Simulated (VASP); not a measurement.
Input of a VASP 6.6.1 run:

The input INCAR:

```
SYSTEM = ZnCd5S6
ALGO = Normal ; EDIFF = 1E-6
ENCUT = 520 ; GGA = PE
ISIF = 2 ; ISMEAR = 0
LASPH = .TRUE. ; LCHARG = .TRUE.
LELF = .TRUE. ; LREAL = .FALSE.
LVHAR = .TRUE. ; LWAVE = .FALSE.
NBANDS = 66 ; NELM = 60
PREC = Accurate ; SIGMA = 0.1
```

Contents of KPOINTS:

```
k-points
0
G
  6 6 1
  0 0 0
```

Contents of POSCAR:

```
ZnCd5S6
1.0
    4.1304721031      0.0000000000      0.0000000000
   -2.0652360516      3.5770937709      0.0000000000
    0.0000000000      0.0000000000     20.3313954849
Zn Cd S
1 5 6
Direct
    0.6666666667      0.3333333333      0.3333330150
    0.3333333333      0.6666666667      0.8337696971
    0.6666666667      0.3333333333      0.6634190484
    0.3333333333      0.6666666667      0.1746637416
    0.0000000000      0.0000000000      0.4931337288
    0.0000000000      0.0000000000      1.0041988354
    0.3333333333      0.6666666667      0.9595303393
    0.6666666667      0.3333333333      0.4490687891
    0.6666666667      0.3333333333      0.7891867245
    0.3333333333      0.6666666667      0.3008130260
    0.0000000000      0.0000000000      0.6189293924
    0.0000000000      0.0000000000      0.1299556424
```

Potentials or basis: VASP PAW PBE potentials, release 64 (Zn, Cd, S).

Command:

```bash
$ cat potpaw_PBE.64/Zn/POTCAR potpaw_PBE.64/Cd/POTCAR potpaw_PBE.64/S/POTCAR > POTCAR
$ mpirun -np 1 vasp_std > vasp.out
```

Problem. What does it give for the band gap on the k mesh?

Solution. 1.10 eV.

Problem. Estimate the pressure.

Solution. 0.3 GPa.

Problem. What does it give for the largest force?

Solution. 0.030 eV/Å.

Forces in eV/Å, atoms in the order of the input:
```
Zn   0.000  0.000  0.004
Cd   0.000  0.000 -0.002
Cd   0.000  0.000  0.000
Cd   0.000  0.000 -0.012
Cd   0.000  0.000 -0.003
Cd   0.000  0.000 -0.004
S    0.000  0.000  0.003
S    0.000  0.000 -0.025
S    0.000  0.000  0.000
S    0.000  0.000  0.030
S    0.000  0.000  0.002
S    0.000  0.000  0.007
```
